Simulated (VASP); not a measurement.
Crystal: Ni.

```
Ni
1.0
    -1.39845    1.39845    1.39845
     1.39845   -1.39845    1.39845
     1.39845    1.39845   -1.39845
Ni
1
Direct
  0.00000 0.00000 0.00000
```

```yaml
Program: VASP 6.6.1
Task: relaxation of cell and atoms
Functional: r2SCAN
Potentials_or_basis: VASP PAW PBE potentials, release 64 (Ni)
Cutoff: 600 eV
k_mesh: 16 × 16 × 16
Occupations: fermi-dirac, width 0.1 eV
Spin: no spin polarisation
```

At the start: pressure -8.5 GPa; volume 10.94 Å³/atom.

**Question.** Where does the relaxation end?

**Answer.** Over 3 steps the energy falls by 12.7 meV/atom and the volume is 10.49 Å³/atom (-4.2 %); space group Im-3m (No. 229, to 0.05 Å).

Step by step:
```csv
step,energy change (eV),largest force (eV/Å),pressure (GPa),volume (Å³)
1,0.0000,0.0000,-8.50,10.94
2,0.0010,0.0000,10.49,10.05
3,-0.0127,0.0000,-0.04,10.49
```

Final structure:
```cif
data_structure
_symmetry_space_group_name_H-M 'P 1'
_symmetry_Int_Tables_number 1
_cell_length_a 2.3882
_cell_length_b 2.3882
_cell_length_c 2.3882
_cell_angle_alpha 109.471
_cell_angle_beta 109.471
_cell_angle_gamma 109.471
_cell_volume 10.49
loop_
_atom_site_label
_atom_site_type_symbol
_atom_site_fract_x
_atom_site_fract_y
_atom_site_fract_z
_atom_site_occupancy
Ni1 Ni 0.00000 0.00000 0.00000 1
```

Caveat: the PAW data sets were made with another functional, which shifts forces and pressure a little; the run has no spin polarisation, though such a crystal can be magnetic.
